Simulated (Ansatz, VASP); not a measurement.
**WC: VASP beside Ansatz**

File POSCAR:

```
WC
1.0
   -2.9120947899      0.0000000000      0.0000000000
   -1.4560473949     -2.5219480663      0.0000000000
    0.0000000000      0.0000000000      8.7585998562
W C
3 3
Direct
    0.0000000000      0.0000000000      0.8904857153
    0.0000000000      0.0000000000      0.2428479653
    0.0000000000      0.0000000000      0.5666668403
    0.6666666667      0.6666666667      0.0809385278
    0.6666666667      0.6666666667      0.4047574028
    0.6666666667      0.6666666667      0.7285762778
```

The input INCAR.step1:

```
  PREC = Accurate
  ENCUT = 520
  ISMEAR = 0
  SIGMA = 0.15
  LREAL = False
  LASPH = True
  NELM = 80
  NBANDS = 36
  GGA = PE
  ALGO = Normal
  EDIFF = 1E-4
  LWAVE = True
  LCHARG = False
```

File INCAR.step2:

```
  PREC = Accurate
  ENCUT = 520
  EDIFF = 1E-6
  ISMEAR = 0
  SIGMA = 0.15
  LREAL = False
  LASPH = True
  NELM = 80
  ALGO = Normal
  ISIF = 2
  LWAVE = False
  LCHARG = False
  METAGGA = R2SCAN
  LMIXTAU = True
  NBANDS = 36
  ISTART = 1
```

Contents of KPOINTS:

```
regular mesh
0
Gamma
  23 23 7
```

Input for Ansatz:

```yaml
crystal:
  lattice:
    - [-2.9120947899, 0.0, 0.0]
    - [-1.4560473949, -2.5219480663, 0.0]
    - [0.0, 0.0, 8.7585998562]
  atoms:
    - { symbol: W, position: [0.0, 0.0, 0.8904857153] }
    - { symbol: W, position: [0.0, 0.0, 0.2428479653] }
    - { symbol: W, position: [0.0, 0.0, 0.5666668403] }
    - { symbol: C, position: [0.6666666667, 0.6666666667, 0.0809385278] }
    - { symbol: C, position: [0.6666666667, 0.6666666667, 0.4047574028] }
    - { symbol: C, position: [0.6666666667, 0.6666666667, 0.7285762778] }
basis:
  ecutwfc: 500
kpoints:
  mp_grid: { grid: [23, 23, 7] }
hamiltonian:
  xc: r2scan
scf:
  occupations: { method: gaussian, width: 0.15 }
output:
  forces: true
  stress: true
  eigenvalues: true
```

Alike in both runs: task single point; functional r2SCAN; k mesh 23 × 23 × 7; occupations gaussian, width 0.15 eV; no spin polarisation.

```csv
,VASP,Ansatz
version,VASP 6.6.1,Ansatz 0.2.0
potentials or method,"VASP PAW PBE potentials, release 64 (W_sv, C), cutoff 520 eV","scalar-relativistic, plane waves, PAW"
valence electrons in the cell,54,54
```

|  | VASP | Ansatz | Ansatz less VASP |
| --- | --- | --- | --- |
| gap on the k mesh at the Fermi level (eV) | none | none | - |
| pressure (GPa) | -7.7 | -9.4 | -1.72 |
| traceless stress, the component that is largest in VASP (GPa) | -12.92 | -13.07 | -0.148 |
| rms of the force components (eV/Å) | 0.934 | 0.927 | -0.0073 |

VASP's potentials were made for PBE, not for r2SCAN. Atom by atom the forces differ by 0.008 eV/Å (rms over components). A gap of «none» marks a metal or a gap that the smearing closes.

Spin-orbit coupling is off throughout.
